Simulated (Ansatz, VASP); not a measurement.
Ga: VASP beside Ansatz

Contents of INCAR:

```
SYSTEM = Ga
PREC     = Accurate       ! precision mode
ENCUT    = 520            ! plane-wave cutoff, eV
EDIFF    = 1E-6           ! SCF threshold, eV
ISMEAR   = 0              ! smearing method
SIGMA    = 0.15           ! smearing width, eV
LREAL    = .False.        ! projectors in reciprocal space
LASPH    = .True.         ! aspherical terms in the spheres
NELM     = 80             ! most SCF steps
ALGO     = Fast           ! electronic algorithm
ISIF     = 2              ! what is computed and relaxed
LWAVE    = .False.        ! write WAVECAR
LCHARG   = .False.        ! write CHGCAR
GGA      = PS             ! functional
NBANDS   = 20             ! bands
```

Contents of KPOINTS:

```
regular mesh
0
Gamma
  18 18 16
  0 0 0
```

The input POSCAR:

```
Ga
1.0
    1.4572500000     -4.0853250000      0.0000000000
    1.4572500000      4.0853250000      0.0000000000
    0.0000000000      0.0000000000      3.1700000000
Ga
2
Direct
    0.8670000000      0.1330000000      0.2500000000
    0.1330000000      0.8670000000      0.7500000000
```

Input for Ansatz:

```yaml
crystal:
  lattice:
    - [1.45725, -4.085325, 0.0]
    - [1.45725, 4.085325, 0.0]
    - [0.0, 0.0, 3.17]
  atoms:
    - { symbol: Ga, position: [0.867, 0.133, 0.25] }
    - { symbol: Ga, position: [0.133, 0.867, 0.75] }
basis:
  ecutwfc: 420
kpoints:
  mp_grid: { grid: [18, 18, 16] }
hamiltonian:
  xc: pbesol
scf:
  occupations: { method: gaussian, width: 0.15 }
output:
  forces: true
  stress: true
  eigenvalues: true
```

Change from the starting cell: strain +0.0050 x Voigt [1, 1, 0, 0, 0, 0], atoms carried along.

Alike in both runs: task single point; functional PBEsol; k mesh 18 × 18 × 16; occupations gaussian, width 0.15 eV; no spin polarisation.

|  | VASP | Ansatz |
| --- | --- | --- |
| version | VASP 6.6.1 | Ansatz 0.2.0 |
| potentials or method | VASP PAW PBE potentials, release 64 (Ga_d), cutoff 520 eV | scalar-relativistic, plane waves, PAW |
| valence electrons in the cell | 26 | 26 |

```csv
,VASP,Ansatz,Ansatz less VASP
gap on the k mesh at the Fermi level (eV),none,none,-
pressure (GPa),-2.4,-2.4,-0.01
"traceless stress, the component that is largest in VASP (GPa)",-1.93,-1.93,0.000
rms of the force components (eV/Å),0.113,0.113,-0.0002
```

VASP's potentials were made for PBE, not for PBEsol. Atom by atom the forces differ by 0.000 eV/Å (rms over components). A gap of «none» marks a metal or a gap that the smearing closes. The functional is the same, so the differences come from potentials, cutoffs and numerics.
